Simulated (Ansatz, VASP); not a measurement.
## One calculation of CdS2O2, two programs

```
CELL_PARAMETERS angstrom
3.50617 0.00000 0.00000
-1.75308 3.03643 0.00000
0.00000 0.00000 8.61418
ATOMIC_POSITIONS crystal
Cd 0.00000 0.00000 0.00000
S 0.66667 0.33333 0.76164
S 0.33333 0.66667 0.23836
O 0.33333 0.66667 0.71349
O 0.66667 0.33333 0.28651
```

Change from the starting cell: species swapped into the EuMg2Sb2 type (P-3m1, No. 164).

Alike in both runs: functional PBE; k mesh 12 × 12 × 4; occupations gaussian, width 0.1 eV; no spin polarisation.

Ansatz relaxed the structure, and its values are those at the end. VASP's run is a single point on that final structure, the one shown.

|  | VASP | Ansatz |
| --- | --- | --- |
| version | VASP 6.6.1 | Ansatz 0.2.0 |
| potentials or method | VASP PAW PBE potentials, release 64 (Cd, S, O), cutoff 520 eV | scalar-relativistic, plane waves, PAW |
| valence electrons in the cell | 36 | 44 |

```tsv
	VASP	Ansatz	Ansatz less VASP
gap on the k mesh at the Fermi level (eV)	none	none	-
pressure (GPa)	0.1	0.0	-0.06
rms of the force components (eV/Å)	0.009	0.000	-0.0084
```

A gap of «none» marks a metal or a gap that the smearing closes. VASP's potentials hold 36 valence electrons a cell and Ansatz's 44, so a difference there can come from the potentials and not from the codes.
